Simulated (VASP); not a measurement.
# MnHg (P4mm) in VASP: electric field gradients with PBE

Aim: the electric field gradients of MnHg with PBE.

Program: VASP 6.6.1. These are calculated values, not measurements. Logs are shortened: lines on timing, memory, paths and dates and some standing lists are left out, and cuts for length are marked.

### Step 1. The cell of the first run

It takes space group P4mm (No. 99, tetragonal). The conventional cell has a = 3.315 Å, b = 3.315 Å, c = 3.315 Å, α = 90.00°, β = 90.00°, γ = 90.00°. Within 3.7 Å of Mn (site symmetry 4mm) lie 8 Hg at 2.83 to 2.92 Å and 6 Mn at 3.31 to 3.32 Å. Within 3.7 Å of Hg (site symmetry 4mm) lie 8 Mn at 2.83 to 2.92 Å and 6 Hg at 3.31 Å.

### Step 2. Electric field gradients, PBE, collinear spin, ferromagnetic start (atom 1 (Mn) moved by [0.0, 0.0, 0.08] A)

File INCAR:

```
SYSTEM = MnHg
PREC     = Accurate       ! precision mode
ENCUT    = 520            ! plane-wave cutoff, eV
EDIFF    = 1E-8           ! SCF threshold, eV
ISMEAR   = -1             ! smearing method
SIGMA    = 0.08           ! smearing width, eV
LREAL    = .False.        ! projectors in reciprocal space
LASPH    = .True.         ! aspherical terms in the spheres
NELM     = 150            ! most SCF steps
ALGO     = Normal         ! electronic algorithm
ISIF     = 2              ! what is computed and relaxed
LWAVE    = .False.        ! write WAVECAR
LCHARG   = .False.        ! write CHGCAR
ISPIN    = 2              ! spin polarisation
MAGMOM   = 4 0            ! initial moments
LORBIT   = 11             ! projections on sites
LMAXMIX  = 4              ! l up to which the mixer works
GGA      = PE             ! functional
LEFG     = .True.       
NBANDS   = 24             ! bands
```

File KPOINTS:

```
Automatic mesh
0
Gamma
  11 11 11
  0 0 0
```

File POSCAR:

```
MnHg
1.0
    3.3150000000      0.0000000000      0.0000000000
    0.0000000000      3.3150000000      0.0000000000
    0.0000000000      0.0000000000      3.3150000000
Mn Hg
1 1
Direct
    0.5000000000      0.5000000000      0.5241327300
    0.0000000000      0.0000000000      0.0000000000
```

Potentials or basis: VASP PAW PBE potentials, release 64 (Mn_pv, Hg).

Started as:

```
$ cat potpaw_PBE.64/Mn_pv/POTCAR potpaw_PBE.64/Hg/POTCAR > POTCAR
$ mpirun -np 1 vasp_std > vasp.out
```

OUTCAR:

```text
SYSTEM = MnHg
   PREC = Accurate
   ENCUT = 520
   EDIFF = 1E-8
   ISMEAR = -1
   LREAL = .False.
   LASPH = .True.
   NELM = 150
   ISIF = 2
   ISPIN = 2
   LORBIT = 11
   GGA = PE

 ion  position               nearest neighbor table
   1  0.500  0.500  0.524-   2 2.83   2 2.83   2 2.83   2 2.83   2 2.92   2 2.92   2 2.92   2 2.92

   2  0.000  0.000  0.000-   1 2.83   1 2.83   1 2.83   1 2.83   1 2.92   1 2.92   1 2.92   1 2.92

  LATTYP: Found a simple cubic cell.
 ALAT       =     3.3150000000

  Lattice vectors:

 A1 = (   3.3150000000,   0.0000000000,   0.0000000000)
 A2 = (   0.0000000000,   3.3150000000,   0.0000000000)
 A3 = (   0.0000000000,   0.0000000000,   3.3150000000)

Analysis of symmetry for initial positions (statically):
=====================================================================
 Subroutine PRICEL returns:
 Original cell was already a primitive cell.

 Routine SETGRP: Setting up the symmetry group for a
 simple cubic supercell.

 Subroutine GETGRP returns: Found  8 space group operations
 (whereof  8 operations were pure point group operations)
 out of a pool of 48 trial point group operations.

The static configuration has the point symmetry C_4v.

Analysis of symmetry for dynamics (positions and initial velocities):
=====================================================================
 Subroutine PRICEL returns:
 Original cell was already a primitive cell.

 Routine SETGRP: Setting up the symmetry group for a
 simple cubic supercell.

 Subroutine GETGRP returns: Found  8 space group operations
 (whereof  8 operations were pure point group operations)
 out of a pool of 48 trial point group operations.

The dynamic configuration has the point symmetry C_4v.

Analysis of structural, dynamic, and magnetic symmetry:
=====================================================================
 Subroutine PRICEL returns:
 Original cell was already a primitive cell.

 Routine SETGRP: Setting up the symmetry group for a
 simple cubic supercell.

 Subroutine GETGRP returns: Found  8 space group operations
 (whereof  8 operations were pure point group operations)
 out of a pool of 48 trial point group operations.

[... 154 lines left out ...]

 spin component 1

 k-point     1 :       0.0000    0.0000    0.0000
  band No.  band energies     occupation
      1     -44.6358      1.00000
      2     -44.6358      1.00000
      3     -44.6319      1.00000
      4      -4.1233      1.00000
      5      -2.7435      1.00000
      6      -2.7367      1.00000
[... 637 lines left out ...]
     23      20.1851      0.00000
     24      26.6347      0.00000

 [... further k-points ...]

 spin component 2

 k-point     1 :       0.0000    0.0000    0.0000
  band No.  band energies     occupation
      1     -40.5894      1.00000
      2     -40.5894      1.00000
      3     -40.5875      1.00000
      4      -3.9030      1.00000
      5      -2.7224      1.00000
      6      -2.7178      1.00000
[... 637 lines left out ...]
     23      20.5745      0.00000
     24      27.1347      0.00000

 [... further k-points ...]
[... 5 lines left out ...]
  --------------------------------------------------------------------------------------
  -------------------------------------------------------------------------------------
  Total        0.2834481      0.2834481      0.2382298      0.0000000     -0.0000000     -0.0000000
  in kB       12.4661832     12.4661832     10.4774612      0.0000000     -0.0000000     -0.0000000
  external PRESSURE =      11.8032758 kB  Pullay stress =       0.0000000 kB

 VOLUME and BASIS-vectors are now :
 -----------------------------------------------------------------------------
  energy-cutoff  :      520.00
  volume of cell :       36.43
      direct lattice vectors                 reciprocal lattice vectors
     3.315000000  0.000000000  0.000000000     0.301659125  0.000000000  0.000000000
     0.000000000  3.315000000  0.000000000     0.000000000  0.301659125  0.000000000
     0.000000000  0.000000000  3.315000000     0.000000000  0.000000000  0.301659125

 POSITION                                       TOTAL-FORCE (eV/Angst)
 -----------------------------------------------------------------------------------
      1.65750      1.65750      1.73750        -0.000000     -0.000000     -0.259787
      0.00000      0.00000      0.00000         0.000000      0.000000      0.259787
 -----------------------------------------------------------------------------------
    total drift:                                0.000000      0.000000     -0.000146

  FREE ENERGIE OF THE ION-ELECTRON SYSTEM (eV)
  ---------------------------------------------------
  free  energy   TOTEN  =        -8.4972857178 eV

  energy  without entropy=       -8.4620584867  energy(sigma->0) =       -8.47967210

 Electric field gradients (V/A^2)
---------------------------------------------------------------------
 ion       V_xx      V_yy      V_zz      V_xy      V_xz      V_yz
---------------------------------------------------------------------
   1      -0.014    -0.014     0.029    -0.000     0.000     0.000
   2      -1.353    -1.353     2.707    -0.000     0.000     0.000
---------------------------------------------------------------------

 Electric field gradients after diagonalization (V/A^2)
 (convention: |V_zz| > |V_xx| > |V_yy|)
----------------------------------------------------------------------
 ion       V_xx      V_yy      V_zz     asymmetry (V_yy - V_xx)/ V_zz
----------------------------------------------------------------------
   1      -0.014    -0.014     0.029       0.000
   2      -1.353    -1.353     2.707       0.000
----------------------------------------------------------------------

           NMR quadrupolar parameters

 Cq : quadrupolar parameter    Cq=e*Q*V_zz/h
 eta: asymmetry parameters     (V_yy - V_xx)/ V_zz
 Q  : nuclear electric quadrupole moment in mb (millibarn)
----------------------------------------------------------------------
 ion       Cq(MHz)       eta       Q (mb)
----------------------------------------------------------------------
   1       0.000       0.000       1.000
   2       0.007       0.000       1.000
----------------------------------------------------------------------

 total charge

# of ion       s       p       d       tot
------------------------------------------
    1        0.252   6.174   4.979  11.405
    2        0.817   0.518   9.256  10.591
--------------------------------------------------
tot          1.069   6.692  14.235  21.996

 magnetization (x)

# of ion       s       p       d       tot
------------------------------------------
    1        0.028   0.017   3.780   3.825
    2       -0.043  -0.058   0.049  -0.052
--------------------------------------------------
tot         -0.015  -0.041   3.829   3.773
```

OSZICAR:

```text
N       E                     dE             d eps       ncg     rms          rms(c)
DAV:   1     0.234928973643E+03    0.23493E+03   -0.13719E+04 12216   0.117E+03
DAV:   2    -0.133209011252E+01   -0.23626E+03   -0.22460E+03 12680   0.343E+02
DAV:   3    -0.891345191160E+01   -0.75814E+01   -0.75564E+01 14248   0.691E+01
DAV:   4    -0.896825499705E+01   -0.54803E-01   -0.54799E-01 13616   0.553E+00
DAV:   5    -0.896907709702E+01   -0.82210E-03   -0.82209E-03 14616   0.617E-01    0.989E+00
DAV:   6    -0.868416796069E+01    0.28491E+00   -0.67158E+00 13792   0.192E+01    0.745E+00
DAV:   7    -0.851183241323E+01    0.17234E+00   -0.19768E+00 14224   0.120E+01    0.489E+00
DAV:   8    -0.849978415524E+01    0.12048E-01   -0.58718E-02 12944   0.175E+00    0.264E+00
DAV:   9    -0.849727292008E+01    0.25112E-02   -0.18318E-02 14304   0.926E-01    0.927E-01
DAV:  10    -0.849722366711E+01    0.49253E-04   -0.25718E-03 13272   0.442E-01    0.888E-02
DAV:  11    -0.849727114041E+01   -0.47473E-04   -0.12804E-04 13720   0.108E-01    0.324E-02
DAV:  12    -0.849728052865E+01   -0.93882E-05   -0.16428E-05 14056   0.310E-02    0.177E-02
DAV:  13    -0.849728566204E+01   -0.51334E-05   -0.60757E-06 13488   0.172E-02    0.107E-02
DAV:  14    -0.849728561824E+01    0.43802E-07   -0.70572E-07 13976   0.718E-03    0.406E-03
DAV:  15    -0.849728568673E+01   -0.68490E-07   -0.14724E-07 13312   0.252E-03    0.169E-03
DAV:  16    -0.849728572338E+01   -0.36651E-07   -0.71464E-08 12696   0.153E-03    0.406E-04
DAV:  17    -0.849728571777E+01    0.56079E-08   -0.46904E-09  7520   0.561E-04
   1 F= -.84972857E+01 E0= -.84796721E+01  d E =-.352272E-01  mag=     3.9188
```

stdout:

```text
POSCAR found type information on POSCAR MnHg
 POSCAR found :  2 types and       2 ions
 scaLAPACK will be used
 LDA part: xc-table for (Slater+PW92), standard interpolation
 POSCAR, INCAR and KPOINTS ok, starting setup
 FFT: planning ... GRIDC
 FFT: planning ... GRID_SOFT
 FFT: planning ... GRID
 WAVECAR not read
 entering main loop
ion   1

ion   2
```

It took 3.7 min on 1 thread of Oxide Virtual Turin-like, shared host; peak memory 0.26 GiB.

What came out:

```yaml
Free_energy: -8.4973 eV
Pressure: 1.2 GPa
Largest_force: 0.260 eV/Å
Net_moment: 3.92 μB per cell
Site_moments: Mn +3.83; Hg -0.05 μB
Largest_electric_field_gradient_by_atom: Mn +0.0; Hg +2.7 V/Å²
Valence_electrons_inside_the_program's_atomic_spheres: Mn 11.40; Hg 10.59
```

Forces in eV/Å, atoms in the order of the input:
```
Mn   0.000  0.000 -0.260
Hg   0.000  0.000  0.260
```

Stress tensor (GPa, compression positive):
```
1.25 0.00 0.00
0.00 1.25 0.00
0.00 0.00 1.05
```

Levels at points of the mesh, in eV from the Fermi level:
Spin up:
```
           k point  band 11  band 12  band 13  band 14  band 15  band 16  band 17  band 18
(0.00, 0.00, 0.00)    -2.94    -2.07    -2.07    -2.07     4.89     4.89     4.92     8.56
```
Spin down:
```tsv
k point	band 8	band 9	band 10	band 11	band 12	band 13	band 14	band 15
(0.00, 0.00, 0.00)	-7.07	-7.07	0.31	0.33	1.48	1.48	1.48	5.25
```

Electric field gradients, principal values (V/Å²):
```tsv
atom	least	middle	greatest (by size)
1 Mn	-0.014	-0.014	0.029
2 Hg	-1.353	-1.353	2.707
```

Caveat: the cell differs from its parent crystal (atom 1 (Mn) moved by [0.0, 0.0, 0.08] A); without QUAD_EFG the Cq values of the log hold for a quadrupole moment of 1 mb, not for the nuclei; spin-orbit coupling is left out, which moves the levels of the heavy elements.
